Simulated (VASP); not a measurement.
# Sn (P4_122) in VASP: notebook

The runs below take Sn through relaxation of cell and atoms, single point, with PBE.

Everything below comes from runs of VASP 6.6.1. Logs are shortened: lines on timing, memory, paths and dates and some standing lists are left out, and cuts for length are marked.

## 1. The cell of the first run

It takes space group P4_122 (No. 91, tetragonal). The conventional cell has a = 5.454 Å, b = 5.454 Å, c = 4.210 Å, α = 90.00°, β = 90.00°, γ = 90.00°. Sn (site symmetry 2) has 4 Sn at 2.75 to 2.81 Å within 3.6 Å.

The cell was built from a structure type or drawn by symmetry, and may not be a known phase.

## 2. Relaxation of cell and atoms, PBE

INCAR reads:

```
SYSTEM = Sn
PREC = Accurate
ENCUT = 600
EDIFF = 1E-7
ISMEAR = 0
SIGMA = 0.1
LREAL = .False.
LASPH = .True.
NELM = 100
ALGO = Fast
ISIF = 3
LWAVE = .False.
LCHARG = .False.
GGA = PE
IBRION = 2
NSW = 90
EDIFFG = -0.04
```

KPOINTS reads:

```
Automatic mesh
0
Gamma
  4 4 4
  0 0 0
```

POSCAR reads:

```
Sn
1.0
    5.4537394100      0.0000000000      0.0000000000
    0.0000000000      5.4537394100      0.0000000000
    0.0000000000      0.0000000000      4.2104898600
Sn
4
Direct
    0.3384865200      0.0000000000      0.7500000000
    0.6615134800      0.0000000000      0.2500000000
    0.0000000000      0.3384865200      0.0000000000
    0.0000000000      0.6615134800      0.5000000000
```

Potentials or basis: VASP PAW PBE potentials, release 64 (Sn_d).

On the command line:

```console
> cat potpaw_PBE.64/Sn_d/POTCAR > POTCAR
> mpirun -np 1 vasp_std > vasp.out
```

OUTCAR:

```text
SYSTEM = Sn
   PREC = Accurate
   ENCUT = 600
   EDIFF = 1E-7
   ISMEAR = 0
   LREAL = .False.
   LASPH = .True.
   NELM = 100
   ISIF = 3
   GGA = PE
   IBRION = 2
   NSW = 90
   EDIFFG = -0.04

 ion  position               nearest neighbor table
   1  0.338  0.000  0.750-   2 2.75   2 2.75   4 2.81   3 2.81
   2  0.662  0.000  0.250-   1 2.75   1 2.75   4 2.81   3 2.81
   3  0.000  0.338  0.000-   4 2.75   4 2.75   1 2.81   2 2.81
   4  0.000  0.662  0.500-   3 2.75   3 2.75   1 2.81   2 2.81

  LATTYP: Found a simple tetragonal cell.
 ALAT       =     5.4537394100
 C/A-ratio  =     0.7720372287

  Lattice vectors:

 A1 = (   5.4537394100,   0.0000000000,   0.0000000000)
 A2 = (   0.0000000000,   5.4537394100,   0.0000000000)
 A3 = (   0.0000000000,   0.0000000000,   4.2104898600)

Analysis of symmetry for initial positions (statically):
=====================================================================
 Subroutine PRICEL returns:
 Original cell was already a primitive cell.

 Routine SETGRP: Setting up the symmetry group for a
 simple tetragonal supercell.

 Subroutine GETGRP returns: Found  8 space group operations
 (whereof  2 operations were pure point group operations)
 out of a pool of 16 trial point group operations.

The static configuration has the point symmetry C_2 .
 The point group associated with its full space group is D_4 .

Analysis of symmetry for dynamics (positions and initial velocities):
=====================================================================
 Subroutine PRICEL returns:
 Original cell was already a primitive cell.

 Routine SETGRP: Setting up the symmetry group for a
 simple tetragonal supercell.

 Subroutine GETGRP returns: Found  8 space group operations
 (whereof  2 operations were pure point group operations)
 out of a pool of 16 trial point group operations.

The dynamic configuration has the point symmetry C_2 .
 The point group associated with its full space group is D_4 .

 Subroutine INISYM returns: Found  8 space group operations
 (whereof  2 operations are pure point group operations),
 and found     1 'primitive' translations

----------------------------------------------------------------------------------------

                                     Primitive cell

  volume of cell :     125.2338

  direct lattice vectors                    reciprocal lattice vectors
     5.453739410  0.000000000  0.000000000     0.183360429  0.000000000  0.000000000
     0.000000000  5.453739410  0.000000000     0.000000000  0.183360429  0.000000000
     0.000000000  0.000000000  4.210489860     0.000000000  0.000000000  0.237502056

  length of vectors
     5.453739410  5.453739410  4.210489860     0.183360429  0.183360429  0.237502056

  position of ions in fractional coordinates (direct lattice)
     0.338486520  0.000000000  0.750000000
     0.661513480  0.000000000  0.250000000
     0.000000000  0.338486520  0.000000000
     0.000000000  0.661513480  0.500000000

  ion indices of the primitive-cell ions
   primitive index   ion index
                 1           1
                 2           2
                 3           3
                 4           4

----------------------------------------------------------------------------------------

 KPOINTS: Automatic mesh

Automatic generation of k-mesh.
 Grid dimensions read from file:
 generate k-points for:    4    4    4

 Generating k-lattice:

  Cartesian coordinates                     Fractional coordinates (reciprocal lattice)
     0.045840107  0.000000000  0.000000000     0.250000000  0.000000000  0.000000000
     0.000000000  0.045840107  0.000000000     0.000000000  0.250000000  0.000000000
     0.000000000  0.000000000  0.059375514     0.000000000  0.000000000  0.250000000

  Length of vectors
     0.045840107  0.045840107  0.059375514

  Shift w.r.t. Gamma in fractional coordinates (k-lattice)
     0.000000000  0.000000000  0.000000000

 Subroutine IBZKPT returns following result:
 ===========================================

 Found     18 irreducible k-points:

 Following reciprocal coordinates:
            Coordinates               Weight
  0.000000  0.000000  0.000000      1.000000
  0.250000  0.000000  0.000000      4.000000
  0.500000  0.000000  0.000000      2.000000
  0.250000  0.250000  0.000000      4.000000
  0.500000  0.250000  0.000000      4.000000
  0.500000  0.500000  0.000000      1.000000
[... 10 lines left out ...]
  0.500000  0.250000  0.500000      4.000000
  0.500000  0.500000  0.500000      1.000000
   k-points           NKPTS =     18   k-points in BZ     NKDIM =     18   number of bands    NBANDS=     33
   number of dos      NEDOS =    301   number of ions     NIONS =      4
   total plane-waves  NPLWV =  82944
   dimension x,y,z NGX =    48 NGY =   48 NGZ =   36
   dimension x,y,z NGXF=    96 NGYF=   96 NGZF=   72
   ions per type =               4
   NGX,Y,Z   is equivalent  to a cutoff of  14.63, 14.63, 14.21 a.u.
   NGXF,Y,Z  is equivalent  to a cutoff of  29.26, 29.26, 28.43 a.u.
 SYSTEM =  Sn
   PREC   = accura    normal or accurate (medium, high low for compatibility)
   ISTART =      0    job   : 0-new  1-cont  2-samecut
   ICHARG =      2    charge: 1-file 2-atom 10-const
   ISPIN  =      1    spin polarized calculation?
   LNONCOLLINEAR =      F non collinear calculations
   LSORBIT =      F    spin-orbit coupling
   LASPH  =      T    aspherical Exc in radial PAW
   ENCUT  =  600.0 eV  44.10 Ry    6.64 a.u.  10.89 10.89  8.41*2*pi/ulx,y,z
   NELM   =    100;   NELMIN=  2; NELMDL= -5     # of ELM steps
   EDIFF  = 0.1E-06   stopping-criterion for ELM
   LREAL  =      F    real-space projection
   EDIFFG = -.4E-01   stopping-criterion for IOM
   NSW    =     90    number of steps for IOM
   IBRION =      2    ionic relax: 0-MD 1-quasi-New 2-CG
   NFREE  =      1    steps in history (QN), initial steepest desc. (CG)
   ISIF   =      3    stress and relaxation
   ISYM   =      2    0-nonsym 1-usesym 2-fastsym
   POTIM  = 0.5000    time-step for ionic-motion
   TEBEG  =    0.0;   TEEND  =   0.0 temperature during run
   PSTRESS=    0.0 pullay stress
   NELECT =      56.0000    total number of electrons
   NUPDOWN=      -1.0000    fix difference up-down
   EMIN   =  10.00;   EMAX   =-10.00  energy-range for DOS
   EFERMI =   0.00;   METHOD = LEGACY
   ISMEAR =     0;   SIGMA  =   0.10  broadening in eV -4-tet -1-fermi 0-gaus
   EFERMI_NEDOS =   21; number of points for ismear=-14 and -15
   IALGO  =     68    algorithm
   IMIX   =      4    mixing-type and parameters
     AMIX     =   0.40;   BMIX     =  1.00
     AMIX_MAG =   1.60;   BMIX_MAG =  1.00
  volume/ion in A,a.u.               =      31.31       211.28
  Fermi-wavevector in a.u.,A,eV,Ry     =   1.251883  2.365716 21.323198  1.567211
  Thomas-Fermi vector in A             =   2.385809
   LORBIT       =      0    0 simple, 1 ext, 2 COOP (PROOUT), +10 PAW based schemes
   GGA     = PE    functional components
   LHFCALC =     F    Hartree Fock is set to
   AEXX    =    0.0000 exact exchange contribution
   IVDW    =     0    specifies the selected vdW correction
   LEPSILON=     F    determine dielectric tensor
   LRPA    =     F    only Hartree local field effects (RPA)
 conjugate gradient relaxation of ions
 non-spin polarized calculation
 RMM-DIIS sequential band-by-band and
 Gauss-broadening in eV      SIGMA  =   0.10
  energy-cutoff  :      600.00
  volume of cell :      125.23
 maximum number of plane-waves:      4200
 NGX is ok and might be reduce to    48
   NGX = 21   NGY = 21   NGZ = 17

--------------------------------------- Ionic step        1  -------------------------------------------

 number of electron      55.9999993 magnetization

 Free energy of the ion-electron system (eV)
  ---------------------------------------------------
  ext. energy  EPLUGINS =         0.00000000
  ---------------------------------------------------
  free energy    TOTEN  =       -14.25022519 eV

  energy without entropy =      -14.24686188  energy(sigma->0) =      -14.24854354

------------------------ aborting loop because EDIFF is reached ----------------------------------------

  FORCE on cell =-STRESS in cart. coord.  units (eV):
  Direction    XX          YY          ZZ          XY          YZ          ZX
  --------------------------------------------------------------------------------------
  -------------------------------------------------------------------------------------
  Total        4.3477906      4.3477906      8.3392660      0.0000000     -0.0000000      0.0000000
  in kB       55.6234356     55.6234356    106.6883548      0.0000000     -0.0000000      0.0000000
  external PRESSURE =      72.6450754 kB  Pullay stress =       0.0000000 kB

 VOLUME and BASIS-vectors are now :
 -----------------------------------------------------------------------------
  energy-cutoff  :      600.00
  volume of cell :      125.23
      direct lattice vectors                 reciprocal lattice vectors
     5.453739410  0.000000000  0.000000000     0.183360429  0.000000000  0.000000000
     0.000000000  5.453739410  0.000000000     0.000000000  0.183360429  0.000000000
     0.000000000  0.000000000  4.210489860     0.000000000  0.000000000  0.237502056
[... 77 lines left out ...]
 POSITION                                       TOTAL-FORCE (eV/Angst)
 -----------------------------------------------------------------------------------
      1.90864      5.65531      3.38173         0.174438      0.000000      0.000000
      3.74668     -0.00000      1.12724        -0.174438      0.000000     -0.000000
      0.00000      1.90864      0.00000        -0.000000      0.174438      0.000000
      0.00000      3.74668      2.25449        -0.000000     -0.174438     -0.000000
 -----------------------------------------------------------------------------------
    total drift:                                0.000000     -0.000000      0.000000

  FREE ENERGIE OF THE ION-ELECTRON SYSTEM (eV)
  ---------------------------------------------------
  free  energy   TOTEN  =       -14.6609233151 eV

  energy  without entropy=      -14.6555865450  energy(sigma->0) =      -14.65825493

--------------------------------------- Ionic step        4  -------------------------------------------

 number of electron      56.0000008 magnetization

 E-fermi :   5.1347     XC(G=0):  -8.7075

 val. band max:        5.0215917914   @ k =   0.5000   0.2500   0.0000
 cond. band min:       5.1947097346   @ k =   0.5000   0.5000   0.2500
 fundamental gap:      0.1731179432
 Fermi energy:         5.1346939949

 k-point     1 :       0.0000    0.0000    0.0000
  band No.  band energies     occupation
      1     -16.6153      2.00000
      2     -16.6153      2.00000
      3     -16.5624      2.00000
      4     -16.5490      2.00000
      5     -16.4998      2.00000
      6     -16.4998      2.00000
[... 735 lines left out ...]
 POSITION                                       TOTAL-FORCE (eV/Angst)
 -----------------------------------------------------------------------------------
      1.91937      0.00000      3.43086        -0.053212     -0.000000     -0.000000
      3.69531      0.00000      1.14362         0.053212      0.000000      0.000000
      0.00000      1.91937      4.57448        -0.000000     -0.053212     -0.000000
      0.00000      3.69531      2.28724         0.000000      0.053212      0.000000
 -----------------------------------------------------------------------------------
    total drift:                                0.000000     -0.000000      0.000000

  FREE ENERGIE OF THE ION-ELECTRON SYSTEM (eV)
  ---------------------------------------------------
  free  energy   TOTEN  =       -14.6731500649 eV

  energy  without entropy=      -14.6646971657  energy(sigma->0) =      -14.66892362

--------------------------------------- Ionic step        7  -------------------------------------------

 number of electron      56.0000002 magnetization

 Free energy of the ion-electron system (eV)
  ---------------------------------------------------
  ext. energy  EPLUGINS =         0.00000000
  ---------------------------------------------------
  free energy    TOTEN  =       -14.67488467 eV

  energy without entropy =      -14.66505823  energy(sigma->0) =      -14.66997145

 E-fermi :   5.1732     XC(G=0):  -8.7492

 val. band max:        5.1449503851   @ k =   0.5000   0.2500   0.0000
 cond. band min:       5.1955388514   @ k =   0.5000   0.2500   0.0000
 fundamental gap:      0.0505884663
 Fermi energy:         5.1732086512

 k-point     1 :       0.0000    0.0000    0.0000
  band No.  band energies     occupation
      1     -16.5516      2.00000
      2     -16.5516      2.00000
      3     -16.5018      2.00000
      4     -16.4826      2.00000
      5     -16.4425      2.00000
      6     -16.4339      2.00000
[... 659 lines left out ...]
 POSITION                                       TOTAL-FORCE (eV/Angst)
 -----------------------------------------------------------------------------------
      1.91046      5.59192      3.44529        -0.003750     -0.000000     -0.000000
      3.68145     -0.00000      1.14843         0.003750      0.000000      0.000000
      0.00000      1.91046      0.00000        -0.000000     -0.003750     -0.000000
      0.00000      3.68145      2.29686         0.000000      0.003750      0.000000
 -----------------------------------------------------------------------------------
    total drift:                                0.000000     -0.000000     -0.000000

  FREE ENERGIE OF THE ION-ELECTRON SYSTEM (eV)
  ---------------------------------------------------
  free  energy   TOTEN  =       -14.6748846715 eV

  energy  without entropy=      -14.6650582336  energy(sigma->0) =      -14.66997145

 reached required accuracy - stopping structural energy minimisation
```

Run time: 6.8 min. Hardware: 1 thread of AMD EPYC 9R45 (Zen 5), shared host; peak memory 0.29 GiB.

Results:

```
Free energy                           : -14.6749 eV
Relaxed volume                        : 35.91 Å³/atom
Relaxed cell                          : a = 5.592 Å, b = 5.592 Å, c = 4.594 Å, α = 90.00°, β = 90.00°, γ = 90.00°
Space group after relaxing (to 0.1 Å) : P4_122 (No. 91)
Energy gained by relaxing             : 106.2 meV/atom
Ionic steps                           : 7
Pressure after relaxing               : 0.0 GPa
Largest force after relaxing          : 0.004 eV/Å
Band gap on the k mesh                : zero (bands 28 and 29 overlap by 0.35 eV)
```

Forces on the atoms (eV/Å):
```
Sn  -0.004  0.000  0.000
Sn   0.004  0.000  0.000
Sn   0.000 -0.004  0.000
Sn   0.000  0.004  0.000
```

Step by step:
| step | energy change (eV) | largest force (eV/Å) | pressure (GPa) | volume (Å³) |
| --- | --- | --- | --- | --- |
| 1 | 0.0000 | 0.1559 | 7.26 | 125.23 |
| 2 | -0.3636 | 0.1970 | -1.67 | 152.66 |
| 3 | -0.4107 | 0.1744 | -0.05 | 144.21 |
| 4 | -0.4106 | 0.1772 | -0.14 | 144.61 |
| 5 | -0.4173 | 0.1015 | -0.13 | 144.48 |
| 6 | -0.4229 | 0.0532 | -0.08 | 144.21 |
| 7 | -0.4247 | 0.0038 | 0.04 | 143.64 |

Final structure:
```cif
data_structure
_symmetry_space_group_name_H-M 'P 1'
_symmetry_Int_Tables_number 1
_cell_length_a 5.5919
_cell_length_b 5.5919
_cell_length_c 4.5937
_cell_angle_alpha 90.000
_cell_angle_beta 90.000
_cell_angle_gamma 90.000
_cell_volume 143.64
loop_
_atom_site_label
_atom_site_type_symbol
_atom_site_fract_x
_atom_site_fract_y
_atom_site_fract_z
_atom_site_occupancy
Sn1 Sn 0.34165 0.00000 0.75000 1
Sn2 Sn 0.65835 0.00000 0.25000 1
Sn3 Sn 0.00000 0.34165 0.00000 1
Sn4 Sn 0.00000 0.65835 0.50000 1
```

Caveat: the k points lie up to 0.34 Å⁻¹ apart in the final cell; spin-orbit coupling is left out, which moves the levels of the heavy elements.

[end of part 1 of 2]
